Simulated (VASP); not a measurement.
# KI (Fm-3m) in VASP: relaxation of cell and atoms with PBEsol

Aim: the relaxation of cell and atoms of KI with PBEsol.

All numbers are computed with VASP 6.6.1; they aren't measurements. Logs are shortened: lines on timing, memory, paths and dates and some standing lists are left out, and cuts for length are marked.

**1. The cell of the first run**

Symmetry: Fm-3m, No. 225, cubic system. The conventional cell has a = 7.066 Å, b = 7.066 Å, c = 7.066 Å, α = 90.00°, β = 90.00°, γ = 90.00°. K (site symmetry m-3m) has 6 I at 3.53 Å within 4.6 Å. Within 4.6 Å of I (site symmetry m-3m) lie 6 K at 3.53 Å.

**2. Relaxation of cell and atoms, PBEsol**

File INCAR:

```
PREC = Accurate
ENCUT = 600
EDIFF = 1E-6
ISMEAR = -1
SIGMA = 0.1
LREAL = False
LASPH = True
NELM = 100
ALGO = Normal
ISIF = 3
LWAVE = False
LCHARG = False
GGA = PS
IBRION = 2
NSW = 100
EDIFFG = -0.002
```

File KPOINTS:

```
regular mesh
0
Gamma
  10 10 10
```

File POSCAR:

```
KI
1.0
    3.5327750000      3.5327750000      0.0000000000
   -3.5327750000      3.5327750000      0.0000000000
    0.0000000000      3.5327750000      3.5327750000
K I
1 1
Direct
    0.0000000000      0.0000000000      0.0000000000
    0.5000000000      0.5000000000      0.0000000000
```

Potentials or basis: VASP PAW PBE potentials, release 64 (K_sv, I).

Launch:

```sh
> cat potpaw_PBE.64/K_sv/POTCAR potpaw_PBE.64/I/POTCAR > POTCAR
> mpirun -np 1 vasp_std > vasp.out
```

OUTCAR:

```text
PREC = Accurate
   ENCUT = 600
   EDIFF = 1E-6
   ISMEAR = -1
   LREAL = False
   LASPH = True
   NELM = 100
   ISIF = 3
   GGA = PS
   IBRION = 2
   NSW = 100
   EDIFFG = -0.002

 ion  position               nearest neighbor table
   1  0.000  0.000  0.000-   2 3.53   2 3.53   2 3.53   2 3.53   2 3.53   2 3.53
   2  0.500  0.500  0.000-   1 3.53   1 3.53   1 3.53   1 3.53   1 3.53   1 3.53

  LATTYP: Found a face centered cubic cell.
 ALAT       =     7.0655500000

  Lattice vectors:

 A1 = (   0.0000000000,   3.5327750000,   3.5327750000)
 A2 = (   3.5327750000,   0.0000000000,   3.5327750000)
 A3 = (   3.5327750000,   3.5327750000,   0.0000000000)

Analysis of symmetry for initial positions (statically):
=====================================================================
 Subroutine PRICEL returns:
 Original cell was already a primitive cell.

 Routine SETGRP: Setting up the symmetry group for a
 face centered cubic supercell.

 Subroutine GETGRP returns: Found 48 space group operations
 (whereof 48 operations were pure point group operations)
 out of a pool of 48 trial point group operations.

The static configuration has the point symmetry O_h .

Analysis of symmetry for dynamics (positions and initial velocities):
=====================================================================
 Subroutine PRICEL returns:
 Original cell was already a primitive cell.

 Routine SETGRP: Setting up the symmetry group for a
 face centered cubic supercell.

 Subroutine GETGRP returns: Found 48 space group operations
 (whereof 48 operations were pure point group operations)
 out of a pool of 48 trial point group operations.

The dynamic configuration has the point symmetry O_h .

 Subroutine INISYM returns: Found 48 space group operations
 (whereof 48 operations are pure point group operations),
 and found     1 'primitive' translations

----------------------------------------------------------------------------------------

                                     Primitive cell

  volume of cell :      88.1816

  direct lattice vectors                    reciprocal lattice vectors
     3.532775000  3.532775000  0.000000000     0.141531799  0.141531799 -0.141531799
    -3.532775000  3.532775000  0.000000000    -0.141531799  0.141531799 -0.141531799
     0.000000000  3.532775000  3.532775000     0.000000000  0.000000000  0.283063597

  length of vectors
     4.996098318  4.996098318  4.996098318     0.245140266  0.245140266  0.283063597

  position of ions in fractional coordinates (direct lattice)
     0.000000000  0.000000000  0.000000000
     0.500000000  0.500000000  0.000000000

  ion indices of the primitive-cell ions
   primitive index   ion index
                 1           1
                 2           2

----------------------------------------------------------------------------------------

 KPOINTS: regular mesh

Automatic generation of k-mesh.
 Grid dimensions read from file:
 generate k-points for:   10   10   10

 Generating k-lattice:

  Cartesian coordinates                     Fractional coordinates (reciprocal lattice)
     0.014153180  0.014153180 -0.014153180     0.100000000  0.000000000  0.000000000
    -0.014153180  0.014153180 -0.014153180     0.000000000  0.100000000  0.000000000
     0.000000000  0.000000000  0.028306360     0.000000000  0.000000000  0.100000000

  Length of vectors
     0.024514027  0.024514027  0.028306360

  Shift w.r.t. Gamma in fractional coordinates (k-lattice)
     0.000000000  0.000000000  0.000000000

 Subroutine IBZKPT returns following result:
 ===========================================

 Found     47 irreducible k-points:

 Following reciprocal coordinates:
            Coordinates               Weight
  0.000000  0.000000  0.000000      1.000000
  0.100000  0.000000  0.000000      8.000000
  0.200000  0.000000  0.000000      8.000000
  0.300000  0.000000  0.000000      8.000000
  0.400000  0.000000  0.000000      8.000000
  0.500000  0.000000  0.000000      4.000000
[... 16 lines left out ...]
  0.300000  0.300000  0.000000     12.000000
  0.400000  0.300000  0.000000     24.000000
 [... further k-points ...]
   k-points           NKPTS =     47   k-points in BZ     NKDIM =     47   number of bands    NBANDS=     12
   number of dos      NEDOS =    301   number of ions     NIONS =      2
   total plane-waves  NPLWV =  64000
   dimension x,y,z NGX =    40 NGY =   40 NGZ =   40
   dimension x,y,z NGXF=    80 NGYF=   80 NGZF=   80
   ions per type =               1   1
   NGX,Y,Z   is equivalent  to a cutoff of  13.31, 13.31, 13.31 a.u.
   NGXF,Y,Z  is equivalent  to a cutoff of  26.62, 26.62, 26.62 a.u.
 SYSTEM =  unknown system
   PREC   = accura    normal or accurate (medium, high low for compatibility)
   ISTART =      0    job   : 0-new  1-cont  2-samecut
   ICHARG =      2    charge: 1-file 2-atom 10-const
   ISPIN  =      1    spin polarized calculation?
   LNONCOLLINEAR =      F non collinear calculations
   LSORBIT =      F    spin-orbit coupling
   LASPH  =      T    aspherical Exc in radial PAW
   ENCUT  =  600.0 eV  44.10 Ry    6.64 a.u.   9.98  9.98  9.98*2*pi/ulx,y,z
   NELM   =    100;   NELMIN=  2; NELMDL= -5     # of ELM steps
   EDIFF  = 0.1E-05   stopping-criterion for ELM
   LREAL  =      F    real-space projection
   EDIFFG = -.2E-02   stopping-criterion for IOM
   NSW    =    100    number of steps for IOM
   IBRION =      2    ionic relax: 0-MD 1-quasi-New 2-CG
   NFREE  =      1    steps in history (QN), initial steepest desc. (CG)
   ISIF   =      3    stress and relaxation
   ISYM   =      2    0-nonsym 1-usesym 2-fastsym
   POTIM  = 0.5000    time-step for ionic-motion
   TEBEG  =    0.0;   TEEND  =   0.0 temperature during run
   PSTRESS=    0.0 pullay stress
   NELECT =      16.0000    total number of electrons
   NUPDOWN=      -1.0000    fix difference up-down
   EMIN   =  10.00;   EMAX   =-10.00  energy-range for DOS
   EFERMI =   0.00;   METHOD = LEGACY
   ISMEAR =    -1;   SIGMA  =   0.10  broadening in eV -4-tet -1-fermi 0-gaus
   EFERMI_NEDOS =   21; number of points for ismear=-14 and -15
   IALGO  =     38    algorithm
   IMIX   =      4    mixing-type and parameters
     AMIX     =   0.40;   BMIX     =  1.00
     AMIX_MAG =   1.60;   BMIX_MAG =  1.00
  volume/ion in A,a.u.               =      44.09       297.54
  Fermi-wavevector in a.u.,A,eV,Ry     =   0.926806  1.751409 11.686988  0.858969
  Thomas-Fermi vector in A             =   2.052808
   LORBIT       =      0    0 simple, 1 ext, 2 COOP (PROOUT), +10 PAW based schemes
   GGA     = PS    functional components
   LHFCALC =     F    Hartree Fock is set to
   AEXX    =    0.0000 exact exchange contribution
   IVDW    =     0    specifies the selected vdW correction
   LEPSILON=     F    determine dielectric tensor
   LRPA    =     F    only Hartree local field effects (RPA)
 conjugate gradient relaxation of ions
 non-spin polarized calculation
  energy-cutoff  :      600.00
  volume of cell :       88.18
 maximum number of plane-waves:      2960
   NGX = 19   NGY = 19   NGZ = 19

--------------------------------------- Ionic step        1  -------------------------------------------

 number of electron      15.9999999 magnetization

 Free energy of the ion-electron system (eV)
  ---------------------------------------------------
  ext. energy  EPLUGINS =         0.00000000
  ---------------------------------------------------
  free energy    TOTEN  =        -5.81461450 eV

  energy without entropy =       -5.81461450  energy(sigma->0) =       -5.81461450

------------------------ aborting loop because EDIFF is reached ----------------------------------------

  FORCE on cell =-STRESS in cart. coord.  units (eV):
  Direction    XX          YY          ZZ          XY          YZ          ZX
  --------------------------------------------------------------------------------------
  -------------------------------------------------------------------------------------
  Total       -0.1302114     -0.1302114     -0.1302114      0.0000000      0.0000000     -0.0000000
  in kB       -2.3658206     -2.3658206     -2.3658206      0.0000000      0.0000000     -0.0000000
  external PRESSURE =      -2.3658206 kB  Pullay stress =       0.0000000 kB

 VOLUME and BASIS-vectors are now :
 -----------------------------------------------------------------------------
  energy-cutoff  :      600.00
  volume of cell :       88.18
      direct lattice vectors                 reciprocal lattice vectors
     3.532775000  3.532775000  0.000000000     0.141531799  0.141531799 -0.141531799
    -3.532775000  3.532775000  0.000000000    -0.141531799  0.141531799 -0.141531799
     0.000000000  3.532775000  3.532775000     0.000000000  0.000000000  0.283063597
[... 109 lines left out ...]
 POSITION                                       TOTAL-FORCE (eV/Angst)
 -----------------------------------------------------------------------------------
      0.00000      0.00000     -0.00000        -0.000000     -0.000000      0.000000
      0.00000      3.50880     -0.00000         0.000000      0.000000      0.000000
 -----------------------------------------------------------------------------------
    total drift:                                0.000000     -0.000000     -0.000000

  FREE ENERGIE OF THE ION-ELECTRON SYSTEM (eV)
  ---------------------------------------------------
  free  energy   TOTEN  =        -5.8160698385 eV

  energy  without entropy=       -5.8160698380  energy(sigma->0) =       -5.81606984

--------------------------------------- Ionic step        5  -------------------------------------------

 number of electron      15.9999999 magnetization

 Free energy of the ion-electron system (eV)
  ---------------------------------------------------
  ext. energy  EPLUGINS =         0.00000000
  ---------------------------------------------------
  free energy    TOTEN  =        -5.81607224 eV

  energy without entropy =       -5.81607224  energy(sigma->0) =       -5.81607224

 E-fermi :   1.7202     XC(G=0):  -7.4285

 val. band max:       -0.3979908951   @ k =   0.0000   0.0000   0.0000
 cond. band min:       3.4616290551   @ k =   0.0000   0.0000   0.0000
 fundamental gap:      3.8596199501
 Fermi energy:         1.7201945373

 k-point     1 :       0.0000    0.0000    0.0000
  band No.  band energies     occupation
      1     -28.6873      2.00000
      2     -12.2432      2.00000
      3     -12.2432      2.00000
      4     -12.2432      2.00000
      5     -10.9681      2.00000
      6      -0.3980      2.00000
      7      -0.3980      2.00000
      8      -0.3980      2.00000
      9       3.4616      0.00000
     10       6.0183      0.00000
     11       6.0183      0.00000
     12       6.0183      0.00000

 k-point     2 :       0.1000    0.0000    0.0000
  band No.  band energies     occupation
      1     -28.6871      2.00000
      2     -12.2640      2.00000
      3     -12.2434      2.00000
      4     -12.2434      2.00000
      5     -10.9343      2.00000
      6      -0.5835      2.00000
      7      -0.4360      2.00000
      8      -0.4360      2.00000
      9       3.7273      0.00000
     10       5.9559      0.00000
     11       6.1308      0.00000
     12       6.1308      0.00000
[... 316 lines left out ...]
 k-point    24 :       0.4000    0.3000    0.0000
  band No.  band energies     occupation
      1     -28.6843      2.00000
      2     -12.3447      2.00000
      3     -12.2778      2.00000
      4     -12.2545      2.00000
      5     -10.7217      2.00000
      6      -1.3991      2.00000
      7      -1.1492      2.00000
      8      -0.7992      2.00000
      9       5.3243      0.00000
     10       6.5363      0.00000
     11       6.7836      0.00000
     12       7.9169      0.00000

 [... further k-points ...]

------------------------ aborting loop because EDIFF is reached ----------------------------------------

  FORCE on cell =-STRESS in cart. coord.  units (eV):
  Direction    XX          YY          ZZ          XY          YZ          ZX
  --------------------------------------------------------------------------------------
  -------------------------------------------------------------------------------------
  Total        0.0006444      0.0006444      0.0006444      0.0000000      0.0000000     -0.0000000
  in kB        0.0119592      0.0119592      0.0119592      0.0000000      0.0000000     -0.0000000
  external PRESSURE =       0.0119592 kB  Pullay stress =       0.0000000 kB

 VOLUME and BASIS-vectors are now :
 -----------------------------------------------------------------------------
  energy-cutoff  :      600.00
  volume of cell :       86.33
      direct lattice vectors                 reciprocal lattice vectors
     3.507849418  3.507849418 -0.000000000     0.142537475  0.142537475 -0.142537475
    -3.507849418  3.507849418 -0.000000000    -0.142537475  0.142537475 -0.142537475
     0.000000000  3.507849418  3.507849418     0.000000000  0.000000000  0.285074951

 POSITION                                       TOTAL-FORCE (eV/Angst)
 -----------------------------------------------------------------------------------
      0.00000      0.00000     -0.00000         0.000000      0.000000      0.000000
      0.00000      7.01570      3.50785        -0.000000     -0.000000      0.000000
 -----------------------------------------------------------------------------------
    total drift:                                0.000000      0.000000      0.000000

  FREE ENERGIE OF THE ION-ELECTRON SYSTEM (eV)
  ---------------------------------------------------
  free  energy   TOTEN  =        -5.8160722439 eV

  energy  without entropy=       -5.8160722434  energy(sigma->0) =       -5.81607224

 reached required accuracy - stopping structural energy minimisation
```

Wall time 2.5 min (1 thread of AMD EPYC 7R13 (Zen 3), shared host); peak memory 0.25 GiB.

What came out:

```
Free energy                           : -5.8161 eV
Relaxed volume                        : 43.16 Å³/atom
Relaxed cell                          : a = 4.961 Å, b = 4.961 Å, c = 4.961 Å, α = 60.00°, β = 60.00°, γ = 90.00°
Space group after relaxing (to 0.1 Å) : Fm-3m (No. 225)
Energy gained by relaxing             : 0.7 meV/atom
Ionic steps                           : 5
Pressure after relaxing               : 0.0 GPa
Band gap on the k mesh                : 3.86 eV
```

Step by step:
```csv
step,energy change (eV),largest force (eV/Å),pressure (GPa),volume (Å³)
1,0.0000,0.0000,-0.24,88.18
2,-0.0010,0.0000,-0.14,87.35
3,-0.0014,0.0000,-0.03,86.63
4,-0.0015,0.0000,-0.01,86.40
5,-0.0015,0.0000,0.00,86.33
```

Final structure:
```
K I
1.0
     3.50785    3.50785    0.00000
    -3.50785    3.50785    0.00000
     0.00000    3.50785    3.50785
K I
1 1
Direct
  0.00000 0.00000 0.00000
  0.50000 0.50000 0.00000
```

Caveat: the PAW data sets were made with another functional, which shifts forces and pressure a little; spin-orbit coupling is left out, which moves the levels of the heavy elements. A k mesh can miss the band edges.
